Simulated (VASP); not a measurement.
FeO (Wuestite):

```xyz
2
Lattice="0.0000 2.1554 2.1554 2.1554 0.0000 2.1554 2.1554 2.1554 0.0000" Properties=species:S:1:pos:R:3 pbc="T T T"
Fe    0.0000    0.0000    0.0000
O     2.1554    2.1554    2.1554
```

| Quantity | Value |
| --- | --- |
| Program | VASP 6.6.1 |
| Task | relaxation of cell and atoms |
| Functional | PBEsol |
| Potentials or basis | VASP PAW PBE potentials, release 64 (Fe, O) |
| Cutoff | 600 eV |
| k mesh | 11 × 11 × 11 |
| Occupations | fermi-dirac, width 0.05 eV |
| Spin | collinear spin, ferromagnetic start |
| Starting moments | [3.0, 0.0] μB |

At the start: pressure -8.5 GPa; volume 10.01 Å³/atom.

How do energy, volume and symmetry change on relaxing?

Over 3 steps the energy falls by 11.9 meV/atom and the volume is 9.58 Å³/atom (-4.3 %); space group Fm-3m (No. 225, to 0.05 Å); moment 4.00 μB per cell.

The path:
| step | energy change (eV) | largest force (eV/Å) | pressure (GPa) | volume (Å³) |
| --- | --- | --- | --- | --- |
| 1 | 0.0000 | 0.0000 | -8.50 | 20.03 |
| 2 | -0.0094 | 0.0000 | 7.48 | 18.53 |
| 3 | -0.0238 | 0.0000 | -0.07 | 19.16 |

Final structure:
```xyz
2
Lattice="0.0000 2.1240 2.1240 2.1240 0.0000 2.1240 2.1240 2.1240 0.0000" Properties=species:S:1:pos:R:3 pbc="T T T"
Fe    0.0000    0.0000    0.0000
O     2.1240    2.1240    2.1240
```

Caveat: the PAW data sets were made with another functional, which shifts forces and pressure a little; a cell with one magnetic atom can't hold antiferromagnetic order, which such compounds often take.
